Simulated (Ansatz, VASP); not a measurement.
**One calculation of Cl, two programs**

INCAR

```
SYSTEM = Cl
ALGO     = Normal         ! electronic algorithm
EDIFF    = 1E-6           ! SCF threshold, eV
ENCUT    = 500            ! plane-wave cutoff, eV
GGA      = PS             ! functional
GGA_COMPAT= .False.      
ISIF     = 2              ! what is computed and relaxed
ISMEAR   = 0              ! smearing method
LASPH    = .True.         ! aspherical terms in the spheres
LCHARG   = .False.        ! write CHGCAR
LREAL    = .False.        ! projectors in reciprocal space
LWAVE    = .False.        ! write WAVECAR
NBANDS   = 22             ! bands
NELM     = 120            ! most SCF steps
PREC     = Accurate       ! precision mode
SIGMA    = 0.02           ! smearing width, eV
```

Contents of KPOINTS:

```
k-points
0
Gamma
  8 8 4
  0 0 0
```

The input POSCAR:

```
Cl
1.0
    3.1288296000     -2.2970752000      0.0000000000
    3.1288296000      2.2970752000      0.0000000000
    0.0000000000      0.0000000000      9.1203616000
Cl
4
Direct
    0.0879618746      0.9120381254      0.1199046753
    0.5879618746      0.4120381254      0.3800953247
    0.9120381254      0.0879618746      0.8800953247
    0.4120381254      0.5879618746      0.6199046753
```

Input for Ansatz:

```yaml
crystal:
  lattice:
    - [3.1288296, -2.2970752, 0.0]
    - [3.1288296, 2.2970752, 0.0]
    - [0.0, 0.0, 9.1203616]
  atoms:
    - { symbol: Cl, position: [0.0879618746, 0.9120381254, 0.1199046753] }
    - { symbol: Cl, position: [0.5879618746, 0.4120381254, 0.3800953247] }
    - { symbol: Cl, position: [0.9120381254, 0.0879618746, 0.8800953247] }
    - { symbol: Cl, position: [0.4120381254, 0.5879618746, 0.6199046753] }
basis:
  ecutwfc: 420
kpoints:
  mp_grid: { grid: [8, 8, 4] }
hamiltonian:
  xc: pbesol
scf:
  occupations: { method: gaussian, width: 0.02 }
output:
  forces: true
  stress: true
  eigenvalues: true
  populations: true
```

Alike in both runs: task single point; functional PBEsol; k mesh 8 × 8 × 4; occupations gaussian, width 0.02 eV; no spin polarisation.

|  | VASP | Ansatz |
| --- | --- | --- |
| version | VASP 6.6.1 | Ansatz 0.2.0 |
| potentials or method | VASP PAW PBE potentials, release 64 (Cl), cutoff 500 eV | scalar-relativistic, plane waves, PAW |
| valence electrons in the cell | 28 | 28 |

Ansatz gave:

| Item | Value |
| --- | --- |
| gap on the k mesh at the Fermi level (eV) | 0.61 |
| least direct gap on the mesh (eV) | 0.61 |
| pressure (GPa) | -6.1 |
| traceless stress, the component that is largest in VASP (GPa) | -9.02 |
| rms of the force components (eV/Å) | 1.362 |

Question: Which values does VASP return?

Answer: gap on the k mesh at the Fermi level (eV): 0.64; least direct gap on the mesh (eV): 0.64; pressure (GPa): -6.2; traceless stress, the component that is largest in VASP (GPa): -9.12; rms of the force components (eV/Å): 1.387.

VASP's potentials were made for PBE, not for PBEsol. Atom by atom the forces differ by 0.025 eV/Å (rms over components). The functional is the same, so the differences come from potentials, cutoffs and numerics.
